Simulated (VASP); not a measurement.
# ZnO (P6_3mc) in VASP: relaxation of cell and atoms with LDA

Aim: the relaxation of cell and atoms of ZnO with LDA.

All numbers are computed with VASP 6.6.1; they aren't measurements. Logs are shortened: lines on timing, memory, paths and dates and some standing lists are left out, and cuts for length are marked.

## 1. The cell of the first run

The structure is hexagonal, space group P6_3mc (No. 186). The conventional cell has a = 3.187 Å, b = 3.187 Å, c = 5.152 Å, α = 90.00°, β = 90.00°, γ = 120.00°. Zn (site symmetry 3m) has 4 O at 1.94 to 1.95 Å within 2.6 Å. Within 2.6 Å of O (site symmetry 3m) lie 4 Zn at 1.94 to 1.95 Å.

## 2. Relaxation of cell and atoms, LDA, target pressure 15 GPa, at which the enthalpy is minimised

Input file INCAR:

```
PREC = Accurate
ENCUT = 600
EDIFF = 1E-6
ISMEAR = 0
SIGMA = 0.01
LREAL = False
LASPH = True
NELM = 100
ALGO = Normal
ISIF = 3
LWAVE = False
LCHARG = False
IBRION = 2
NSW = 100
EDIFFG = -0.002
PSTRESS = 150.0
```

Input file KPOINTS:

```
regular mesh
0
Gamma
  8 8 4
```

Input file POSCAR:

```
ZnO
1.0
    3.1871169014      0.0000000000      0.0000000000
   -1.5935584507      2.7601242015      0.0000000000
    0.0000000000      0.0000000000      5.1524951181
Zn O
2 2
Direct
    0.3333333333      0.6666666667      0.5002882381
    0.6666666667      0.3333333333      0.0002882381
    0.6666666667      0.3333333333      0.3787217619
    0.3333333333      0.6666666667      0.8787217619
```

Potentials or basis: VASP PAW LDA potentials, release 64 (Zn, O).

The run is started by

```bash
$ cat potpaw_LDA.64/Zn/POTCAR potpaw_LDA.64/O/POTCAR > POTCAR
$ mpirun -np 1 vasp_std > vasp.out
```

OUTCAR:

```text
PREC = Accurate
   ENCUT = 600
   EDIFF = 1E-6
   ISMEAR = 0
   LREAL = False
   LASPH = True
   NELM = 100
   ISIF = 3
   IBRION = 2
   NSW = 100
   EDIFFG = -0.002
   PSTRESS = 150.0

 ion  position               nearest neighbor table
   1  0.333  0.667  0.500-   3 1.94   3 1.94   3 1.94   4 1.95
   2  0.667  0.333  0.000-   4 1.94   4 1.94   4 1.94   3 1.95
   3  0.667  0.333  0.379-   1 1.94   1 1.94   1 1.94   2 1.95
   4  0.333  0.667  0.879-   2 1.94   2 1.94   2 1.94   1 1.95

  LATTYP: Found a hexagonal cell.
 ALAT       =     3.1871169014
 C/A-ratio  =     1.6166633599

  Lattice vectors:

 A1 = (   3.1871169014,   0.0000000000,   0.0000000000)
 A2 = (  -1.5935584507,   2.7601242015,   0.0000000000)
 A3 = (   0.0000000000,   0.0000000000,   5.1524951181)

Analysis of symmetry for initial positions (statically):
=====================================================================
 Subroutine PRICEL returns:
 Original cell was already a primitive cell.

 Routine SETGRP: Setting up the symmetry group for a
 hexagonal supercell.

 Subroutine GETGRP returns: Found 12 space group operations
 (whereof  6 operations were pure point group operations)
 out of a pool of 24 trial point group operations.

The static configuration has the point symmetry C_3v.
 The point group associated with its full space group is C_6v.

Analysis of symmetry for dynamics (positions and initial velocities):
=====================================================================
 Subroutine PRICEL returns:
 Original cell was already a primitive cell.

 Routine SETGRP: Setting up the symmetry group for a
 hexagonal supercell.

 Subroutine GETGRP returns: Found 12 space group operations
 (whereof  6 operations were pure point group operations)
 out of a pool of 24 trial point group operations.

The dynamic configuration has the point symmetry C_3v.
 The point group associated with its full space group is C_6v.

 Subroutine INISYM returns: Found 12 space group operations
 (whereof  6 operations are pure point group operations),
 and found     1 'primitive' translations

----------------------------------------------------------------------------------------

                                     Primitive cell

  volume of cell :      45.3257

  direct lattice vectors                    reciprocal lattice vectors
     3.187116901  0.000000000  0.000000000     0.313763201  0.181151268  0.000000000
    -1.593558451  2.760124202  0.000000000     0.000000000  0.362302537  0.000000000
     0.000000000  0.000000000  5.152495118     0.000000000  0.000000000  0.194080727

  length of vectors
     3.187116901  3.187116901  5.152495118     0.362302537  0.362302537  0.194080727

  position of ions in fractional coordinates (direct lattice)
     0.333333333  0.666666667  0.500288238
     0.666666667  0.333333333  0.000288238
     0.666666667  0.333333333  0.378721762
     0.333333333  0.666666667  0.878721762

  ion indices of the primitive-cell ions
   primitive index   ion index
                 1           1
                 2           2
                 3           3
                 4           4

----------------------------------------------------------------------------------------

 KPOINTS: regular mesh

Automatic generation of k-mesh.
 Grid dimensions read from file:
 generate k-points for:    8    8    4

 Generating k-lattice:

  Cartesian coordinates                     Fractional coordinates (reciprocal lattice)
     0.039220400  0.022643909  0.000000000     0.125000000  0.000000000  0.000000000
     0.000000000  0.045287817  0.000000000     0.000000000  0.125000000  0.000000000
     0.000000000  0.000000000  0.048520182     0.000000000  0.000000000  0.250000000

  Length of vectors
     0.045287817  0.045287817  0.048520182

  Shift w.r.t. Gamma in fractional coordinates (k-lattice)
     0.000000000  0.000000000  0.000000000

 Subroutine IBZKPT returns following result:
 ===========================================

 Found     30 irreducible k-points:

 Following reciprocal coordinates:
            Coordinates               Weight
  0.000000  0.000000  0.000000      1.000000
  0.125000  0.000000  0.000000      6.000000
  0.250000  0.000000  0.000000      6.000000
  0.375000  0.000000  0.000000      6.000000
  0.500000  0.000000  0.000000      3.000000
  0.125000  0.125000  0.000000      6.000000
[... 16 lines left out ...]
  0.250000  0.000000  0.500000      6.000000
  0.375000  0.000000  0.500000      6.000000
 [... further k-points ...]
   k-points           NKPTS =     30   k-points in BZ     NKDIM =     30   number of bands    NBANDS=     22
   number of dos      NEDOS =    301   number of ions     NIONS =      4
   total plane-waves  NPLWV =  32928
   dimension x,y,z NGX =    28 NGY =   28 NGZ =   42
   dimension x,y,z NGXF=    56 NGYF=   56 NGZF=   84
   ions per type =               2   2
   NGX,Y,Z   is equivalent  to a cutoff of  14.61, 14.61, 13.55 a.u.
   NGXF,Y,Z  is equivalent  to a cutoff of  29.21, 29.21, 27.10 a.u.
 SYSTEM =  unknown system
   PREC   = accura    normal or accurate (medium, high low for compatibility)
   ISTART =      0    job   : 0-new  1-cont  2-samecut
   ICHARG =      2    charge: 1-file 2-atom 10-const
   ISPIN  =      1    spin polarized calculation?
   LNONCOLLINEAR =      F non collinear calculations
   LSORBIT =      F    spin-orbit coupling
   LASPH  =      T    aspherical Exc in radial PAW
   ENCUT  =  600.0 eV  44.10 Ry    6.64 a.u.   6.37  6.37 10.29*2*pi/ulx,y,z
   NELM   =    100;   NELMIN=  2; NELMDL= -5     # of ELM steps
   EDIFF  = 0.1E-05   stopping-criterion for ELM
   LREAL  =      F    real-space projection
   EDIFFG = -.2E-02   stopping-criterion for IOM
   NSW    =    100    number of steps for IOM
   IBRION =      2    ionic relax: 0-MD 1-quasi-New 2-CG
   NFREE  =      1    steps in history (QN), initial steepest desc. (CG)
   ISIF   =      3    stress and relaxation
   ISYM   =      2    0-nonsym 1-usesym 2-fastsym
   POTIM  = 0.5000    time-step for ionic-motion
   TEBEG  =    0.0;   TEEND  =   0.0 temperature during run
   PSTRESS=  150.0 pullay stress
   NELECT =      36.0000    total number of electrons
   NUPDOWN=      -1.0000    fix difference up-down
   EMIN   =  10.00;   EMAX   =-10.00  energy-range for DOS
   EFERMI =   0.00;   METHOD = LEGACY
   ISMEAR =     0;   SIGMA  =   0.01  broadening in eV -4-tet -1-fermi 0-gaus
   EFERMI_NEDOS =   21; number of points for ismear=-14 and -15
   IALGO  =     38    algorithm
   IMIX   =      4    mixing-type and parameters
     AMIX     =   0.40;   BMIX     =  1.00
     AMIX_MAG =   1.60;   BMIX_MAG =  1.00
  volume/ion in A,a.u.               =      11.33        76.47
  Fermi-wavevector in a.u.,A,eV,Ry     =   1.516099  2.865012 31.273760  2.298557
  Thomas-Fermi vector in A             =   2.625534
   LORBIT       =      0    0 simple, 1 ext, 2 COOP (PROOUT), +10 PAW based schemes
   GGA     = CA    functional components
   LHFCALC =     F    Hartree Fock is set to
   AEXX    =    0.0000 exact exchange contribution
   IVDW    =     0    specifies the selected vdW correction
   LEPSILON=     F    determine dielectric tensor
   LRPA    =     F    only Hartree local field effects (RPA)
 conjugate gradient relaxation of ions
 non-spin polarized calculation
 Gauss-broadening in eV      SIGMA  =   0.01
  energy-cutoff  :      600.00
  volume of cell :       45.33
 maximum number of plane-waves:      1534
 NGX is ok and might be reduce to    28
   NGX = 13   NGY = 13   NGZ = 21

--------------------------------------- Ionic step        1  -------------------------------------------

 number of electron      35.9999997 magnetization

 Free energy of the ion-electron system (eV)
  ---------------------------------------------------
  ext. energy  EPLUGINS =         0.00000000
  ---------------------------------------------------
  free energy    TOTEN  =       -21.16114447 eV

  energy without entropy =      -21.16114447  energy(sigma->0) =      -21.16114447

------------------------ aborting loop because EDIFF is reached ----------------------------------------

  FORCE on cell =-STRESS in cart. coord.  units (eV):
  Direction    XX          YY          ZZ          XY          YZ          ZX
  --------------------------------------------------------------------------------------
  -------------------------------------------------------------------------------------
  Total        0.2786853      0.2786853      0.2777404      0.0000000      0.0000000      0.0000000
  in kB        9.8510012      9.8510012      9.8176017      0.0000000      0.0000000      0.0000000
  external PRESSURE =    -140.1601320 kB  Pullay stress =     150.0000000 kB
[... 99 lines left out ...]
  FREE ENERGIE OF THE ION-ELECTRON SYSTEM (eV)
  ---------------------------------------------------
  free  energy   TOTEN  =       -21.0173657857 eV

  energy  without entropy=      -21.0173657857  energy(sigma->0) =      -21.01736579

  enthalpy is  TOTEN    =       -17.0620410797 eV   P V=        3.9553247060

[... ionic steps 4 to 24 ...]

--------------------------------------- Ionic step       25  -------------------------------------------

 number of electron      35.9999996 magnetization

------------------------ aborting loop because EDIFF is reached ----------------------------------------

  FORCE on cell =-STRESS in cart. coord.  units (eV):
  Direction    XX          YY          ZZ          XY          YZ          ZX
  --------------------------------------------------------------------------------------
  -------------------------------------------------------------------------------------
  Total        3.9575190      3.9575190      3.9495005      0.0000000      0.0000000     -0.0000000
  in kB      150.2571192    150.2571192    149.9526760      0.0000000      0.0000000     -0.0000000
  external PRESSURE =       0.1556381 kB  Pullay stress =     150.0000000 kB
[... 65 lines left out ...]
  enthalpy is  TOTEN    =       -17.0620999351 eV   P V=        3.9507532039

--------------------------------------- Ionic step       27  -------------------------------------------

 number of electron      35.9999996 magnetization

 Free energy of the ion-electron system (eV)
  ---------------------------------------------------
  ext. energy  EPLUGINS =         0.00000000
  ---------------------------------------------------
  free energy    TOTEN  =       -21.01285598 eV

  energy without entropy =      -21.01285598  energy(sigma->0) =      -21.01285598

 E-fermi :   2.1774     XC(G=0): -12.1161

 val. band max:        2.0859757791   @ k =   0.0000   0.0000   0.0000
 cond. band min:       3.0095030232   @ k =   0.0000   0.0000   0.0000
 fundamental gap:      0.9235272441
 Fermi energy:         2.1774131397

 k-point     1 :       0.0000    0.0000    0.0000
  band No.  band energies     occupation
      1     -16.8001      2.00000
      2     -15.8307      2.00000
      3      -4.6697      2.00000
      4      -4.3763      2.00000
      5      -4.3763      2.00000
      6      -4.3379      2.00000
[... 574 lines left out ...]
      6      -3.8919      2.00000
[... 14 lines left out ...]
     21      11.2735      0.00000
     22      11.2735      0.00000

 [... further k-points ...]

------------------------ aborting loop because EDIFF is reached ----------------------------------------

  FORCE on cell =-STRESS in cart. coord.  units (eV):
  Direction    XX          YY          ZZ          XY          YZ          ZX
  --------------------------------------------------------------------------------------
  -------------------------------------------------------------------------------------
  Total        3.9497518      3.9497518      3.9474077      0.0000000     -0.0000000      0.0000000
  in kB      149.9618592    149.9618592    149.8728619      0.0000000     -0.0000000      0.0000000
  external PRESSURE =      -0.0678066 kB  Pullay stress =     150.0000000 kB
[... 19 lines left out ...]
  FREE ENERGIE OF THE ION-ELECTRON SYSTEM (eV)
  ---------------------------------------------------
  free  energy   TOTEN  =       -21.0128559844 eV

  energy  without entropy=      -21.0128559844  energy(sigma->0) =      -21.01285598

  enthalpy is  TOTEN    =       -17.0620996507 eV   P V=        3.9507563338

 reached required accuracy - stopping structural energy minimisation
```

Wall time 8.3 min (1 thread of Intel Xeon 8259CL, shared host); peak memory 0.18 GiB.

What came out:

```
Free energy                                                : -21.0129 eV
Relaxed volume                                             : 10.55 Å³/atom
Relaxed cell                                               : a = 3.111 Å, b = 3.111 Å, c = 5.034 Å, α = 90.00°, β = 90.00°, γ = 120.00°
Space group after relaxing (to 0.1 Å)                      : P6_3mc (No. 186)
Energy change on relaxing (the run minimises the enthalpy) : +37.1 meV/atom
Ionic steps                                                : 27
Pressure after relaxing                                    : 15.0 GPa
Band gap on the k mesh                                     : 0.92 eV
```

Step by step:
```
step  energy change (eV)  largest force (eV/Å)  pressure (GPa)  volume (Å³)
   1              0.0000                0.0014            0.98        45.33
   2              0.6155                0.0186           35.05        39.13
   3              0.1438                0.0084           14.80        42.25
   4              0.1494                0.0086           14.95        42.19
   5              0.1552                0.0087           15.28        42.13
   6              0.1457                0.0004           14.86        42.23
   7              0.1476                0.0015           14.88        42.21
   8              0.1498                0.0036           15.00        42.18
   9              0.1497                0.0029           15.06        42.18
  10              0.1487                0.0022           15.08        42.19
  11              0.1481                0.0010           14.91        42.20
  12              0.1484                0.0025           15.04        42.20
  13              0.1480                0.0047           15.01        42.20
  14              0.1478                0.0060           14.99        42.20
  15              0.1478                0.0040           15.00        42.20
  16              0.1481                0.0025           14.91        42.20
  17              0.1482                0.0036           15.02        42.20
  18              0.1483                0.0039           15.03        42.20
  19              0.1483                0.0026           14.99        42.20
  20              0.1483                0.0032           15.01        42.20
  21              0.1483                0.0025           15.01        42.20
  22              0.1483                0.0019           15.01        42.20
  23              0.1483                0.0003           14.98        42.20
  24              0.1483                0.0045           14.99        42.20
  25              0.1483                0.0034           15.02        42.20
  26              0.1483                0.0017           15.00        42.20
  27              0.1483                0.0012           14.99        42.20
```

Final structure:
```
Zn O
1.0
     3.11118    0.00000    0.00000
    -1.55559    2.69436    0.00000
     0.00000    0.00000    5.03407
Zn O
2 2
Direct
  0.33333 0.66667 0.50050
  0.66667 0.33333 0.00050
  0.66667 0.33333 0.37851
  0.33333 0.66667 0.87851
```

Caveat: the cell is relaxed towards a set pressure, so the run minimises the enthalpy, not the energy. LDA usually gives volumes a few per cent too small.
